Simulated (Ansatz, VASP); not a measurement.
# One calculation of Si, two programs

File INCAR:

```
SYSTEM = Si
PREC = Accurate
ENCUT = 520
EDIFF = 1E-6
ISMEAR = 0
SIGMA = 0.15
LREAL = .False.
LASPH = .True.
NELM = 80
ALGO = Normal
ISIF = 2
LWAVE = .False.
LCHARG = .False.
NBANDS = 26
```

File KPOINTS:

```
regular mesh
0
Gamma
  12 12 12
  0 0 0
```

Contents of POSCAR:

```
Si
1.0
    4.4730435006      2.5825128692      1.7102369167
   -4.4730435006      2.5825128692      1.7102369167
    0.0000000000     -5.1650257384      1.7102369167
Si
8
Direct
    0.0230438192      0.7214117077      0.5254377641
    0.9769561808      0.2785882923      0.4745622359
    0.7155636601      0.7155636601      0.7155636601
    0.2785882923      0.4745622359      0.9769561808
    0.4745622359      0.9769561808      0.2785882923
    0.7214117077      0.5254377641      0.0230438192
    0.2844363399      0.2844363399      0.2844363399
    0.5254377641      0.0230438192      0.7214117077
```

Input for Ansatz:

```yaml
crystal:
  lattice:
    - [4.4730435006, 2.5825128692, 1.7102369167]
    - [-4.4730435006, 2.5825128692, 1.7102369167]
    - [0.0, -5.1650257384, 1.7102369167]
  atoms:
    - { symbol: Si, position: [0.0230438192, 0.7214117077, 0.5254377641] }
    - { symbol: Si, position: [0.9769561808, 0.2785882923, 0.4745622359] }
    - { symbol: Si, position: [0.7155636601, 0.7155636601, 0.7155636601] }
    - { symbol: Si, position: [0.2785882923, 0.4745622359, 0.9769561808] }
    - { symbol: Si, position: [0.4745622359, 0.9769561808, 0.2785882923] }
    - { symbol: Si, position: [0.7214117077, 0.5254377641, 0.0230438192] }
    - { symbol: Si, position: [0.2844363399, 0.2844363399, 0.2844363399] }
    - { symbol: Si, position: [0.5254377641, 0.0230438192, 0.7214117077] }
basis:
  ecutwfc: 420
kpoints:
  mp_grid: { grid: [12, 12, 12] }
hamiltonian:
  xc: lda
scf:
  occupations: { method: gaussian, width: 0.15 }
output:
  forces: true
  stress: true
  eigenvalues: true
```

Change from the starting cell: strain -0.040 along x and y, -0.080 along z, atoms carried along.

Alike in both runs: task single point; functional LDA; k mesh 12 × 12 × 12; occupations gaussian, width 0.15 eV; no spin polarisation.

```csv
,VASP,Ansatz
version,VASP 6.6.1,Ansatz 0.2.0
potentials or method,"VASP PAW LDA potentials, release 64 (Si), cutoff 520 eV","scalar-relativistic, plane waves, PAW"
valence electrons in the cell,32,32
```

Ansatz gave:

```
gap on the k mesh at the Fermi level (eV)                     : none
pressure (GPa)                                                : 25.2
traceless stress, the component that is largest in VASP (GPa) : 8.39
rms of the force components (eV/Å)                            : 0.638
```

Question: Which values does VASP return?

Answer: gap on the k mesh at the Fermi level (eV): none; pressure (GPa): 25.3; traceless stress, the component that is largest in VASP (GPa): 8.42; rms of the force components (eV/Å): 0.643.

LDA's correlation is that of Perdew and Zunger in VASP and of Perdew and Wang (1992) in Ansatz. Atom by atom the forces differ by 0.006 eV/Å (rms over components). A gap of «none» marks a metal or a gap that the smearing closes.
